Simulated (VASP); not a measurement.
Write the native input for VASP 6.6.1 that does the following.

| Property | Result |
| --- | --- |
| Task | single point |
| Functional | r2SCAN |
| Potentials or basis | VASP PAW PBE potentials, release 64 (Ti_sv, Al) |
| Cutoff | 520 eV |
| k mesh | 12 × 12 × 6 |
| Occupations | gaussian, width 0.15 eV |
| Spin | no spin polarisation |
| Dipole correction | no |
| Further INCAR settings | ALGO = Normal; EDIFF = 1e-06; NBANDS = 31 |

Crystal: TiAl3.

```xyz
8
Lattice="3.9557 0.0000 0.0000 0.0000 3.9557 0.0000 0.0000 0.0000 7.9113" Properties=species:S:1:pos:R:3 pbc="T T T"
Ti    0.0000    0.0855    0.0000
Ti    0.0000    0.0855    3.9557
Al    1.9778    1.9645    0.0000
Al    1.9778    1.9645    3.9557
Al    1.9778   -0.1250    1.9778
Al    1.9778   -0.1250    5.9335
Al    0.0000    1.9645    1.9778
Al    0.0000    1.9645    5.9335
```

This cell differs from its parent crystal: atoms displaced along a vibrational mode.

The input as run:

POSCAR

```
TiAl3
1.0
    3.9556712500      0.0000000000      0.0000000000
    0.0000000000      3.9556712500      0.0000000000
    0.0000000000      0.0000000000      7.9113425000
Ti Al
2 6
Direct
    0.0000000000      0.0216178052      0.0000000000
    0.0000000000      0.0216178052      0.5000000000
    0.5000000000      0.4966243593      0.0000000000
    0.5000000000      0.4966243593      0.5000000000
    0.5000000000     -0.0316001993      0.2500000000
    0.5000000000     -0.0316001993      0.7500000000
    0.0000000000      0.4966244508      0.2500000000
    0.0000000000      0.4966244508      0.7500000000
```

INCAR.step1

```
PREC     = Accurate       # precision mode
ENCUT    = 520            # plane-wave cutoff, eV
ISMEAR   = 0              # smearing method
SIGMA    = 0.15           # smearing width, eV
LREAL    = False          # projectors in reciprocal space
LASPH    = True           # aspherical terms in the spheres
NELM     = 100            # most SCF steps
NBANDS   = 31             # bands
GGA      = PE             # functional
ALGO     = Normal         # electronic algorithm
EDIFF    = 1E-4           # SCF threshold, eV
LWAVE    = True           # write WAVECAR
LCHARG   = False          # write CHGCAR
```

INCAR.step2

```
PREC     = Accurate       # precision mode
ENCUT    = 520            # plane-wave cutoff, eV
EDIFF    = 1E-6           # SCF threshold, eV
ISMEAR   = 0              # smearing method
SIGMA    = 0.15           # smearing width, eV
LREAL    = False          # projectors in reciprocal space
LASPH    = True           # aspherical terms in the spheres
NELM     = 100            # most SCF steps
ALGO     = Normal         # electronic algorithm
ISIF     = 2              # what is computed and relaxed
LWAVE    = False          # write WAVECAR
LCHARG   = True           # write CHGCAR
METAGGA  = R2SCAN         # meta-GGA
LMIXTAU  = True         
LELF     = True           # ELF
LVHAR    = True         
NBANDS   = 31             # bands
ISTART   = 1
```

KPOINTS

```
regular mesh
0
Gamma
  12 12 6
```

Potentials or basis: VASP PAW PBE potentials, release 64 (Ti_sv, Al).

Run with:

```bash
$ cat potpaw_PBE.64/Ti_sv/POTCAR potpaw_PBE.64/Al/POTCAR > POTCAR
$ cp INCAR.step1 INCAR
$ mpirun -np 1 vasp_std > vasp.out
$ cp INCAR.step2 INCAR
$ mpirun -np 1 vasp_std > vasp.out
```

It gave:

- Pressure: 0.6 GPa
- Largest force: 1.120 eV/Å
- Band gap on the k mesh: zero (bands 21 and 22 overlap by 3.08 eV)

Caveat: the cell differs from its parent crystal (atoms displaced along a vibrational mode); the PAW data sets were made with another functional, which shifts forces and pressure a little.

Run time: 51 min on 1 thread of Oxide Virtual Turin-like Processor, with other jobs on the host, peak memory 0.64 GiB.
